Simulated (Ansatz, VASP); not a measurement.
## One calculation of CaB6, two programs

```
Ca B
1.0
     4.18880    0.00000    0.00000
     0.00000    4.18880    0.00000
     0.00000    0.00000    4.18880
Ca B
1 6
Direct
  0.50000 0.50000 0.50000
  0.00000 0.00000 0.29764
  0.00000 0.00000 0.70236
  0.29764 0.00000 0.00000
  0.70236 0.00000 0.00000
  0.00000 0.29764 0.00000
  0.00000 0.70236 0.00000
```

Alike in both runs: functional PBE; k mesh 8 × 8 × 8; occupations gaussian, width 0.01 eV; no spin polarisation.

Ansatz relaxed the structure, and its values are those at the end. VASP's run is a single point on that final structure, the one shown.

|  | VASP | Ansatz |
| --- | --- | --- |
| version | VASP 6.6.1 | Ansatz 0.2.0 |
| potentials or method | VASP PAW PBE potentials, release 64 (Ca_sv, B), cutoff 520 eV | scalar-relativistic, plane waves, PAW |
| valence electrons in the cell | 28 | 28 |

Ansatz gave:

| Item | Value |
| --- | --- |
| gap on the k mesh at the Fermi level (eV) | 0.06 |
| least direct gap on the mesh (eV) | 0.06 |
| pressure (GPa) | -4.2 |
| rms of the force components (eV/Å) | 0.000 |

Task: Estimate VASP's values.

Result: gap on the k mesh at the Fermi level (eV): 0.06; least direct gap on the mesh (eV): 0.06; pressure (GPa): -4.1; rms of the force components (eV/Å): 0.008.

Ansatz's warnings: stress scf threshold loose.
